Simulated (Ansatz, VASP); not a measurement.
**One calculation of Al8H, two programs**

Contents of INCAR:

```
SYSTEM = Al8H
PREC = Accurate
ENCUT = 520
EDIFF = 1E-7
ISMEAR = 0
SIGMA = 0.1
LREAL = Auto
LASPH = .True.
NELM = 100
ALGO = Normal
ISIF = 2
LWAVE = .False.
LCHARG = .False.
LDIPOL = .True.
IDIPOL = 3
DIPOL = 0.5 0.5 0.289
GGA = PE
NBANDS = 40
```

File KPOINTS:

```
Automatic mesh
0
Gamma
  5 4 1
  0 0 0
```

POSCAR

```
Al8H
1.0
    5.7143028096      0.0000000000      0.0000000000
    0.0000000000      8.0812445328      0.0000000000
    0.0000000000      0.0000000000     22.2437981863
Al H
16 2
Direct
    0.2500000000      0.2500000000      0.1798254042
    0.2500000000      0.7500000000      0.1798254042
    0.7500000000      0.2500000000      0.1798254042
    0.7500000000      0.7500000000      0.1798254042
    0.0000000000      0.0000000000      0.2440489550
    0.0000000000      0.5000000000      0.2440489550
    0.5000000000      0.0000000000      0.2440489550
    0.5000000000      0.5000000000      0.2440489550
    0.2500000000      0.2500000000      0.3102692916
    0.2500000000      0.7500000000      0.3102692916
    0.7500000000      0.2500000000      0.3102692916
    0.7500000000      0.7500000000      0.3102692916
    0.0000000000      0.0000000000      0.3706110853
    0.0000000000      0.5000000000      0.3706110853
    0.5000000000      0.0000000000      0.3706110853
    0.5000000000      0.5000000000      0.3706110853
    0.7500000000     -0.1382831562      0.3908414432
    0.7500000000      0.1382831562      0.3908414432
```

Input for Ansatz:

```yaml
crystal:
  lattice:
    - [5.7143028096, 0.0, 0.0]
    - [0.0, 8.0812445328, 0.0]
    - [0.0, 0.0, 22.2437981863]
  atoms:
    - { symbol: Al, position: [0.25, 0.25, 0.1798254042] }
    - { symbol: Al, position: [0.25, 0.75, 0.1798254042] }
    - { symbol: Al, position: [0.75, 0.25, 0.1798254042] }
    - { symbol: Al, position: [0.75, 0.75, 0.1798254042] }
    - { symbol: Al, position: [0.0, 0.0, 0.244048955] }
    - { symbol: Al, position: [0.0, 0.5, 0.244048955] }
    - { symbol: Al, position: [0.5, 0.0, 0.244048955] }
    - { symbol: Al, position: [0.5, 0.5, 0.244048955] }
    - { symbol: Al, position: [0.25, 0.25, 0.3102692916] }
    - { symbol: Al, position: [0.25, 0.75, 0.3102692916] }
    - { symbol: Al, position: [0.75, 0.25, 0.3102692916] }
    - { symbol: Al, position: [0.75, 0.75, 0.3102692916] }
    - { symbol: Al, position: [0.0, 0.0, 0.3706110853] }
    - { symbol: Al, position: [0.0, 0.5, 0.3706110853] }
    - { symbol: Al, position: [0.5, 0.0, 0.3706110853] }
    - { symbol: Al, position: [0.5, 0.5, 0.3706110853] }
    - { symbol: H, position: [0.75, -0.1382831562, 0.3908414432] }
    - { symbol: H, position: [0.75, 0.1382831562, 0.3908414432] }
basis:
  ecutwfc: 420
kpoints:
  mp_grid: { grid: [5, 4, 1] }
hamiltonian:
  xc: pbe
scf:
  occupations: { method: gaussian, width: 0.1 }
output:
  forces: true
  eigenvalues: true
efield:
  axis: 3
  dipole_correction: true
  ramp_width: 0.04
```

Alike in both runs: task single point; functional PBE; k mesh 5 × 4 × 1; occupations gaussian, width 0.1 eV; no spin polarisation.

|  | VASP | Ansatz |
| --- | --- | --- |
| version | VASP 6.6.1 | Ansatz 0.2.0 |
| potentials or method | VASP PAW PBE potentials, release 64 (Al, H), cutoff 520 eV | scalar-relativistic, plane waves, PAW |
| valence electrons in the cell | 50 | 50 |

Ansatz gave:

| Item | Value |
| --- | --- |
| gap on the k mesh at the Fermi level (eV) | none |
| rms of the force components (eV/Å) | 0.157 |

Question: What did VASP give for the same quantities?

Answer: gap on the k mesh at the Fermi level (eV): none; rms of the force components (eV/Å): 0.156.

Atom by atom the forces differ by 0.002 eV/Å (rms over components). A gap of «none» marks a metal or a gap that the smearing closes.
